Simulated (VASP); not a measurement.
# Ru (a cell with a defect) in VASP: single point with PBE

Aim: the single point of Ru (a cell with a defect) with PBE.

All numbers are computed with VASP 6.6.1; they aren't measurements. Logs are shortened: lines on timing, memory, paths and dates and some standing lists are left out, and cuts for length are marked.

### Step 1. The cell of the first run

The cell holds a defect, 15 atoms: a = 5.483 Å, b = 5.483 Å, c = 8.709 Å, α = 90.00°, β = 90.00°, γ = 120.00°.

### Step 2. Single point, PBE

File INCAR:

```
SYSTEM = Ru
  PREC = Accurate
  ENCUT = 400
  EDIFF = 1E-6
  ISMEAR = -1
  SIGMA = 0.5
  LREAL = .FALSE.
  LASPH = .TRUE.
  NELM = 120
  ALGO = Normal
  ISIF = 2
  LWAVE = .FALSE.
  LCHARG = .FALSE.
  GGA = PE
  NBANDS = 118
  GGA_COMPAT = .FALSE.
```

File KPOINTS:

```
Automatic mesh
0
G
  4 4 2
  0 0 0
```

File POSCAR:

```
Ru
1.0
    5.4830553700      0.0000000600      0.0000000000
   -2.7415277300      4.7484652100      0.0000000000
    0.0000000000      0.0000000000      8.7086425000
Ru
15
Direct
    0.1766308839      0.3357230008      0.1254711053
    0.3525000781      0.1755862035      0.3662359547
    0.3525906394      0.1756312707      0.8847756697
    0.1766314584      0.8395811727      0.1254707608
    0.3263818340      0.6625290154      0.3730527462
    0.1136525468      1.0561907419      0.6255330839
    0.3263193295      0.6624984793      0.8779758728
    0.6931431102      0.3459045999      0.1254629525
    0.8480315095      0.1677676710      0.3811912132
    0.6847319104      0.3417156675      0.6255472078
    0.8480236163      0.1677628273      0.8698242005
    0.6732403938      0.8359595752      0.1254700718
    0.8480229599      0.6789305189      0.3811822566
    0.5734916091      0.7860960964      0.6255049510
    0.8480149483      0.6789279918      0.8698332719
```

Potentials or basis: VASP PAW PBE potentials, release 64 (Ru_pv).

On the command line:

```sh
cat potpaw_PBE.64/Ru_pv/POTCAR > POTCAR
mpirun -np 1 vasp_std > vasp.out
```

OUTCAR:

```text
SYSTEM = Ru
   PREC = Accurate
   ENCUT = 400
   EDIFF = 1E-6
   ISMEAR = -1
   LREAL = .FALSE.
   LASPH = .TRUE.
   NELM = 120
   ISIF = 2
   GGA = PE

 ion  position               nearest neighbor table
   1  0.177  0.336  0.125-   3 2.63   2 2.64   7 2.66   5 2.66   8 2.68  11 2.72   9 2.72   4 2.72
                            12 2.73  12 2.75   4 2.76   8 2.80
   2  0.353  0.176  0.366-   6 2.53   4 2.64   1 2.64   8 2.65  13 2.74   9 2.74   5 2.74   5 2.74
                             9 2.75  13 2.75  10 2.75
   3  0.353  0.176  0.885-   6 2.53   4 2.63   1 2.63   8 2.65  15 2.74  11 2.74   7 2.74   7 2.75
                            11 2.75  15 2.75  10 2.75
   4  0.177  0.840  0.125-   3 2.63   2 2.64   7 2.66   5 2.66   8 2.68  15 2.72  13 2.72   1 2.72
                            12 2.73  12 2.75   1 2.76   8 2.80
   5  0.326  0.663  0.373-  14 2.49   4 2.66   1 2.66   9 2.67  13 2.67  12 2.71   2 2.74   2 2.74
                            13 2.82   9 2.82
   6  0.114  0.056  0.626-   3 2.53   2 2.53  14 2.56  10 2.71  11 2.81  15 2.81   9 2.81  13 2.81
[... 5 lines left out ...]
   9  0.848  0.168  0.381-  10 2.66   5 2.67  13 2.68   1 2.72  12 2.73   8 2.73   2 2.74   2 2.75
                            13 2.80   6 2.81   5 2.82  14 2.83
  10  0.685  0.342  0.626-  15 2.66  11 2.66  13 2.66   9 2.66   6 2.71   3 2.75   2 2.75  14 2.79
                            14 2.79
  11  0.848  0.168  0.870-  10 2.66   7 2.67  15 2.68   1 2.72  12 2.73   8 2.73   3 2.74   3 2.75
                            15 2.80   6 2.81   7 2.82  14 2.83
  12  0.673  0.836  0.125-   7 2.71   5 2.71  15 2.73  11 2.73  13 2.73   9 2.73   4 2.73   1 2.73
                             8 2.74   8 2.74   1 2.75   4 2.75
  13  0.848  0.679  0.381-  10 2.66   5 2.67   9 2.68   4 2.72  12 2.73   8 2.73   2 2.74   2 2.75
                             9 2.80   6 2.81   5 2.82  14 2.83
  14  0.573  0.786  0.626-   5 2.49   7 2.49   6 2.56  10 2.79  10 2.79   9 2.83  11 2.83  13 2.83
                            15 2.83
  15  0.848  0.679  0.870-  10 2.66   7 2.67  11 2.68   4 2.72  12 2.73   8 2.73   3 2.74   3 2.75
                            11 2.80   6 2.81   7 2.82  14 2.83

  LATTYP: Found a hexagonal cell.
 ALAT       =     5.4830553700
 C/A-ratio  =     1.5882827935

  Lattice vectors:

 A1 = (   5.4830553700,   0.0000000600,   0.0000000000)
 A2 = (  -2.7415277300,   4.7484652100,   0.0000000000)
 A3 = (   0.0000000000,   0.0000000000,   8.7086425000)

Analysis of symmetry for initial positions (statically):
=====================================================================
 Subroutine PRICEL returns:
 Original cell was already a primitive cell.

 Routine SETGRP: Setting up the symmetry group for a
 hexagonal supercell.

 Subroutine GETGRP returns: Found  1 space group operations
 (whereof  1 operations were pure point group operations)
 out of a pool of 24 trial point group operations.

The static configuration has the point symmetry C_1 .

Analysis of symmetry for dynamics (positions and initial velocities):
=====================================================================
 Subroutine PRICEL returns:
 Original cell was already a primitive cell.

 Routine SETGRP: Setting up the symmetry group for a
 hexagonal supercell.

 Subroutine GETGRP returns: Found  1 space group operations
 (whereof  1 operations were pure point group operations)
 out of a pool of 24 trial point group operations.

The dynamic configuration has the point symmetry C_1 .

 Subroutine INISYM returns: Found  1 space group operations
 (whereof  1 operations are pure point group operations),
 and found     1 'primitive' translations

----------------------------------------------------------------------------------------

                                     Primitive cell

  volume of cell :     226.7391

  direct lattice vectors                    reciprocal lattice vectors
     5.483055370  0.000000060  0.000000000     0.182380065  0.105297182  0.000000000
    -2.741527730  4.748465210  0.000000000    -0.000000002  0.210594360  0.000000000
     0.000000000  0.000000000  8.708642500     0.000000000  0.000000000  0.114828459

  length of vectors
[... 47 lines left out ...]
  Cartesian coordinates                     Fractional coordinates (reciprocal lattice)
     0.045595016  0.026324295  0.000000000     0.250000000  0.000000000  0.000000000
    -0.000000001  0.052648590  0.000000000     0.000000000  0.250000000  0.000000000
     0.000000000  0.000000000  0.057414230     0.000000000  0.000000000  0.500000000

  Length of vectors
     0.052648590  0.052648590  0.057414230

  Shift w.r.t. Gamma in fractional coordinates (k-lattice)
     0.000000000  0.000000000  0.000000000

 Subroutine IBZKPT returns following result:
 ===========================================

 Found     20 irreducible k-points:

 Following reciprocal coordinates:
            Coordinates               Weight
  0.000000  0.000000  0.000000      1.000000
  0.250000  0.000000  0.000000      2.000000
  0.000000  0.250000  0.000000      2.000000
 -0.250000  0.250000  0.000000      2.000000
  0.500000  0.000000  0.000000      1.000000
  0.000000  0.500000  0.000000      1.000000
[... 12 lines left out ...]
 -0.250000  0.500000  0.500000      2.000000
  0.500000  0.250000  0.500000      2.000000
   k-points           NKPTS =     20   k-points in BZ     NKDIM =     20   number of bands    NBANDS=    118
   number of dos      NEDOS =    301   number of ions     NIONS =     15
   total plane-waves  NPLWV =  77760
   dimension x,y,z NGX =    36 NGY =   36 NGZ =   60
   dimension x,y,z NGXF=    72 NGYF=   72 NGZF=  120
   ions per type =              15
   NGX,Y,Z   is equivalent  to a cutoff of  10.92, 10.92, 11.45 a.u.
   NGXF,Y,Z  is equivalent  to a cutoff of  21.83, 21.83, 22.91 a.u.
 SYSTEM =  Ru
   PREC   = accura    normal or accurate (medium, high low for compatibility)
   ISTART =      0    job   : 0-new  1-cont  2-samecut
   ICHARG =      2    charge: 1-file 2-atom 10-const
   ISPIN  =      1    spin polarized calculation?
   LNONCOLLINEAR =      F non collinear calculations
   LSORBIT =      F    spin-orbit coupling
   LASPH  =      T    aspherical Exc in radial PAW
   ENCUT  =  400.0 eV  29.40 Ry    5.42 a.u.   8.94  8.94 14.20*2*pi/ulx,y,z
   NELM   =    120;   NELMIN=  2; NELMDL= -5     # of ELM steps
   EDIFF  = 0.1E-05   stopping-criterion for ELM
   LREAL  =      F    real-space projection
   EDIFFG = 0.1E-04   stopping-criterion for IOM
   NSW    =      0    number of steps for IOM
   IBRION =     -1    ionic relax: 0-MD 1-quasi-New 2-CG
   NFREE  =      0    steps in history (QN), initial steepest desc. (CG)
   ISIF   =      2    stress and relaxation
   ISYM   =      2    0-nonsym 1-usesym 2-fastsym
   POTIM  = 0.5000    time-step for ionic-motion
   TEBEG  =    0.0;   TEEND  =   0.0 temperature during run
   PSTRESS=    0.0 pullay stress
   NELECT =     210.0000    total number of electrons
   NUPDOWN=      -1.0000    fix difference up-down
   EMIN   =  10.00;   EMAX   =-10.00  energy-range for DOS
   EFERMI =   0.00;   METHOD = LEGACY
   ISMEAR =    -1;   SIGMA  =   0.50  broadening in eV -4-tet -1-fermi 0-gaus
   EFERMI_NEDOS =   21; number of points for ismear=-14 and -15
   IALGO  =     38    algorithm
   IMIX   =      4    mixing-type and parameters
     AMIX     =   0.40;   BMIX     =  1.00
     AMIX_MAG =   1.60;   BMIX_MAG =  1.00
  volume/ion in A,a.u.               =      15.12       102.01
  Fermi-wavevector in a.u.,A,eV,Ry     =   1.595778  3.015583 34.647337  2.546507
  Thomas-Fermi vector in A             =   2.693644
   LORBIT       =      0    0 simple, 1 ext, 2 COOP (PROOUT), +10 PAW based schemes
   GGA     = PE    functional components
   LHFCALC =     F    Hartree Fock is set to
   AEXX    =    0.0000 exact exchange contribution
   IVDW    =     0    specifies the selected vdW correction
   LEPSILON=     F    determine dielectric tensor
   LRPA    =     F    only Hartree local field effects (RPA)
 non-spin polarized calculation
  energy-cutoff  :      400.00
  volume of cell :      226.74
 maximum number of plane-waves:      4145
   NGX = 17   NGY = 17   NGZ = 29

 number of electron     210.0000017 magnetization

 Free energy of the ion-electron system (eV)
  ---------------------------------------------------
  ext. energy  EPLUGINS =         0.00000000
  ---------------------------------------------------
  free energy    TOTEN  =      -141.20294025 eV

  energy without entropy =     -127.30997045  energy(sigma->0) =     -134.25645535

 E-fermi :  11.1167     XC(G=0): -13.3806

 val. band max:       11.1111753347   @ k =  -0.2500   0.5000   0.5000
 cond. band min:      11.1304720409   @ k =  -0.2500   0.2500   0.0000
 fundamental gap:      0.0192967062
 Fermi energy:        11.1167366006

 k-point     1 :       0.0000    0.0000    0.0000
  band No.  band energies     occupation
      1     -32.3623      2.00000
      2     -32.3054      2.00000
      3     -32.2895      2.00000
      4     -32.2598      2.00000
      5     -32.2200      2.00000
      6     -32.2081      2.00000
[... 2389 lines left out ...]
    116      11.9632      0.31078
    117      12.0472      0.26919
 [bands above 117 left out]

------------------------ aborting loop because EDIFF is reached ----------------------------------------

  FORCE on cell =-STRESS in cart. coord.  units (eV):
  Direction    XX          YY          ZZ          XY          YZ          ZX
  --------------------------------------------------------------------------------------
  -------------------------------------------------------------------------------------
  Total       -7.8729357     -9.6331359     -4.8043030      1.5398868      0.0124836      0.0001544
  in kB      -55.6315203    -68.0693984    -33.9480329     10.8811058      0.0882116      0.0010913
  external PRESSURE =     -52.5496505 kB  Pullay stress =       0.0000000 kB

 VOLUME and BASIS-vectors are now :
 -----------------------------------------------------------------------------
  energy-cutoff  :      400.00
  volume of cell :      226.74
      direct lattice vectors                 reciprocal lattice vectors
     5.483055370  0.000000060  0.000000000     0.182380065  0.105297182  0.000000000
    -2.741527730  4.748465210  0.000000000    -0.000000002  0.210594360  0.000000000
     0.000000000  0.000000000  8.708642500     0.000000000  0.000000000  0.114828459

 POSITION                                       TOTAL-FORCE (eV/Angst)
 -----------------------------------------------------------------------------------
      0.04808      1.59417      1.09268        -0.026623      0.010197      0.005036
      1.45140      0.83376      3.18942        -0.000299     -0.000165      0.030907
      1.45178      0.83398      7.70520        -0.004367     -0.002913     -0.034631
     -1.33326      3.98672      1.09268        -0.004737     -0.028257      0.004102
     -0.02677      3.14600      3.24878         0.014201      0.008145     -0.015936
      0.46911      0.26682      5.44754         0.012488      0.006748     -0.002563
     -0.02703      3.14585      7.64598         0.016804      0.009969      0.012293
      2.85224      1.64252      1.09261         0.007481      0.004512      0.002588
      4.18986      0.79664      3.31966         0.019987      0.011798      0.019781
      2.81760      1.62262      5.44767        -0.060447     -0.034921     -0.003671
      4.18983      0.79662      7.57499         0.020410      0.009807     -0.020823
      1.39961      3.96953      1.09267        -0.029554     -0.017222      0.002603
      2.78845      3.22388      3.31958         0.020609      0.012123      0.020344
      0.98938      3.73275      5.44730        -0.004956     -0.003181      0.000925
      2.78841      3.22387      7.57507         0.019004      0.013359     -0.020955
 -----------------------------------------------------------------------------------
    total drift:                                0.000466     -0.000304     -0.000813

  FREE ENERGIE OF THE ION-ELECTRON SYSTEM (eV)
  ---------------------------------------------------
  free  energy   TOTEN  =      -141.2029402528 eV

  energy  without entropy=     -127.3099704524  energy(sigma->0) =     -134.25645535
```

Run time: 20 min. Hardware: 1 thread of Intel Xeon Platinum 8488C (Sapphire Rapids), shared host; peak memory 0.42 GiB.

What came out:

- Free energy: -141.2029 eV
- Pressure: -5.3 GPa
- Largest force: 0.070 eV/Å
- Band gap on the k mesh: zero (bands 105 and 106 overlap by 1.09 eV)

Forces on the atoms (eV/Å):
```
Ru  -0.027  0.010  0.005
Ru   0.000  0.000  0.031
Ru  -0.004 -0.003 -0.035
Ru  -0.005 -0.028  0.004
Ru   0.014  0.008 -0.016
Ru   0.012  0.007 -0.003
Ru   0.017  0.010  0.012
Ru   0.007  0.005  0.003
Ru   0.020  0.012  0.020
Ru  -0.060 -0.035 -0.004
Ru   0.020  0.010 -0.021
Ru  -0.030 -0.017  0.003
Ru   0.021  0.012  0.020
Ru  -0.005 -0.003  0.001
Ru   0.019  0.013 -0.021
```

Caveat: the k points lie up to 0.36 Å⁻¹ apart, too coarse for converged energies and pressures of a metal; so wide a smearing shifts energies and pressures.
